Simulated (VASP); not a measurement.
A run of VASP 6.6.1:

File INCAR:

```
SYSTEM = PbF2
PREC = Accurate ; ENCUT = 600
EDIFF = 1E-6 ; ISMEAR = 0
SIGMA = 0.01 ; LREAL = .FALSE.
LASPH = .TRUE. ; NELM = 120
ALGO = Normal ; ISIF = 2
LWAVE = .FALSE. ; LCHARG = .FALSE.
GGA = PE ; NBANDS = 21
GGA_COMPAT = .FALSE.
```

Contents of KPOINTS:

```
regular mesh
0
G
  6 6 6
  0 0 0
```

The input POSCAR:

```
PbF2
1.0
    0.0000000000      2.9604388884      2.9604388884
    2.9604388884      0.0000000000      2.9604388884
    2.9604388884      2.9604388884      0.0000000000
Pb F
1 2
Direct
    0.0000000000      0.0000000000      0.0000000000
    0.2500000000      0.2500000000      0.2500000000
    0.7500000000      0.7500000000      0.7500000000
```

Potentials or basis: VASP PAW PBE potentials, release 64 (Pb_d, F).

Run with:

```bash
$ cat potpaw_PBE.64/Pb_d/POTCAR potpaw_PBE.64/F/POTCAR > POTCAR
$ mpirun -np 1 vasp_std > vasp.out
```

Hardware: 1 thread of Intel(R) Xeon(R) Platinum 8488C (Sapphire Rapids), on a shared host.

How long does it take, and how much memory?

Run time: 19 s on 1 thread of Intel(R) Xeon(R) Platinum 8488C (Sapphire Rapids) (shared host), peak memory 0.2 GiB. Counts: scf iterations 14, k points 16.
